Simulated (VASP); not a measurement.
Runs of VASP 6.6.1 on BP. The structure is that of space group F-43m (No. 216), or close to it. The cells are those of the table. 

| task | level | cell | k mesh | cutoff (eV) | smearing | grid for exact exchange (PRECFOCK) | share of exact exchange | screening parameter | gap on the mesh (eV) | pressure (GPa) | relaxed volume (Å³/atom) |
| --- | --- | --- | --- | --- | --- | --- | --- | --- | --- | --- | --- |
| relaxation of cell and atoms | PBEsol | relaxed to 30 GPa from a = 3.209 Å, angles 60.0°, 2 atoms | 10 × 10 × 10 | 600 | fermi-dirac 0.05 eV | - | - | - | 0.92 | 30.0 | - |
| relaxation of cell and atoms | revPBE+D4 | relaxed from a = 3.209 Å, angles 60.0°, 2 atoms | 10 × 10 × 10 | 600 | fermi-dirac 0.05 eV | - | - | - | 1.17 | 0.0 | 11.13 |
| single point | PBE-based screened hybrid with 25 % exact exchange | a = 3.187 Å, angles 60.0°, 2 atoms | 5 × 5 × 5 | 520 | fermi-dirac 0.05 eV | Normal | 0.25 | 0.3 1/Å | 1.76 | 2.0 | - |
| single point | revPBE+D4 | a = 3.160 Å, angles 60.0°, 2 atoms | 10 × 10 × 10 | 520 | fermi-dirac 0.05 eV | - | - | - | 1.18 | (c) | - |
| single point | PBEsol | a = 3.196 Å, angles 60.0°, 2 atoms | 10 × 10 × 10 | 520 | fermi-dirac 0.05 eV | - | - | - | 1.11 | 0.2 | - |
| single point | PBEsol | a = 3.093 Å, angles 60.0°, 2 atoms | 10 × 10 × 10 | 520 | fermi-dirac 0.05 eV | - | - | - | 0.98 | 20.2 | - |
| single point | PBE-based screened hybrid with 25 % exact exchange | a = 3.165 Å, angles 60.0°, 2 atoms | 5 × 5 × 5 | 520 | fermi-dirac 0.05 eV | Normal | 0.25 | 0.3 1/Å | 1.74 | 5.9 | - |
| single point | PBEsol | a = 3.209 Å, angles 60.0°, 2 atoms | 10 × 10 × 10 | 520 | gaussian 0.1 eV | - | - | - | (a) | -1.9 | - |
| single point | PBE-based screened hybrid with 25 % exact exchange | a = 3.230 Å, angles 60.0°, 2 atoms | 5 × 5 × 5 | 520 | fermi-dirac 0.05 eV | Normal | 0.25 | 0.3 1/Å | 1.82 | (b) | - |
| single point | PBEsol | a = 3.053 Å, angles 60.0°, 2 atoms | 10 × 10 × 10 | 520 | fermi-dirac 0.05 eV | - | - | - | 0.92 | 30.2 | - |
| relaxation of cell and atoms | revPBE | relaxed from a = 3.209 Å, angles 60.0°, 2 atoms | 10 × 10 × 10 | 600 | fermi-dirac 0.05 eV | - | - | - | 1.27 | 0.0 | 11.89 |
| single point | PBE | a = 3.209 Å, angles 60.0°, 2 atoms | 10 × 10 × 10 | 520 | gaussian 0.011 eV | - | - | - | 1.24 | 0.9 | - |

Alike in all rows: potentials or basis VASP PAW PBE potentials, release 64 (P, B); no spin polarisation.

Estimate the missing entries.

(a) 1.13; (b) -4.7; (c) -0.4.

Caveats: some runs use coarse meshes; the PAW data sets were made with another functional, which shifts forces and pressure a little (at least some runs); an odd mesh through Γ misses points on the zone boundary, where band edges can lie (at least some runs); the cell stands under pressure (at least some runs); the cell is relaxed towards a set pressure, so the run minimises the enthalpy, not the energy (at least some runs).
